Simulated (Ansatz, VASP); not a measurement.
Two plane-wave programs on SnSe2

INCAR

```
ALGO     = Normal         # electronic algorithm
EDIFF    = 1E-7           # SCF threshold, eV
ENCUT    = 520            # plane-wave cutoff, eV
GGA      = PS             # functional
ISIF     = 2              # what is computed and relaxed
ISMEAR   = 0              # smearing method
IVDW     = 12             # dispersion correction
LASPH    = True           # aspherical terms in the spheres
LCHARG   = True           # write CHGCAR
LELF     = True           # ELF
LREAL    = False          # projectors in reciprocal space
LVHAR    = True         
LWAVE    = False          # write WAVECAR
NBANDS   = 20             # bands
NELM     = 100            # most SCF steps
PREC     = Accurate       # precision mode
SIGMA    = 0.05           # smearing width, eV
```

File KPOINTS:

```
k-points
0
Gamma
  12 12 6
```

POSCAR

```
SnSe2
1.0
    4.1158786841      0.0000000000      0.0000000000
   -2.0579393420      3.5644554993      0.0000000000
    0.0000000000      0.0000000000      5.8915200000
Sn Se
1 2
Direct
    0.0000000000      0.0000000000      0.0000000000
    0.3333333333      0.6666666667      0.2500000000
    0.6666666667      0.3333333333      0.7500000000
```

Input for Ansatz:

```yaml
crystal:
  lattice:
    - [4.1158786841, 0.0, 0.0]
    - [-2.057939342, 3.5644554993, 0.0]
    - [0.0, 0.0, 5.89152]
  atoms:
    - { symbol: Sn, position: [0.0, 0.0, 0.0] }
    - { symbol: Se, position: [0.3333333333, 0.6666666667, 0.25] }
    - { symbol: Se, position: [0.6666666667, 0.3333333333, 0.75] }
basis:
  ecutwfc: 420
kpoints:
  mp_grid: { grid: [12, 12, 6] }
hamiltonian:
  xc: pbesol
  dispersion: d3bj
scf:
  occupations: { method: gaussian, width: 0.05 }
output:
  forces: true
  stress: true
  eigenvalues: true
```

Change from the starting cell: strain +0.080 along x and y, -0.040 along z, atoms carried along.

Alike in both runs: task single point; functional PBEsol; dispersion D3(BJ); k mesh 12 × 12 × 6; occupations gaussian, width 0.05 eV; no spin polarisation.

```csv
,VASP,Ansatz
version,VASP 6.6.1,Ansatz 0.2.0
potentials or method,"VASP PAW PBE potentials, release 64 (Sn_d, Se), cutoff 520 eV","scalar-relativistic, plane waves, PAW"
valence electrons in the cell,26,46
```

|  | VASP | Ansatz | Ansatz less VASP |
| --- | --- | --- | --- |
| gap on the k mesh at the Fermi level (eV) | none | none | - |
| pressure (GPa) | -6.1 | -6.2 | -0.06 |
| traceless stress, the component that is largest in VASP (GPa) | 3.89 | 3.91 | +0.017 |
| rms of the force components (eV/Å) | 0.071 | 0.065 | -0.0057 |

VASP's potentials were made for PBE, not for PBEsol. Atom by atom the forces differ by 0.006 eV/Å (rms over components). A gap of «none» marks a metal or a gap that the smearing closes. VASP's potentials hold 26 valence electrons a cell and Ansatz's 46, so a difference there can come from the potentials and not from the codes.
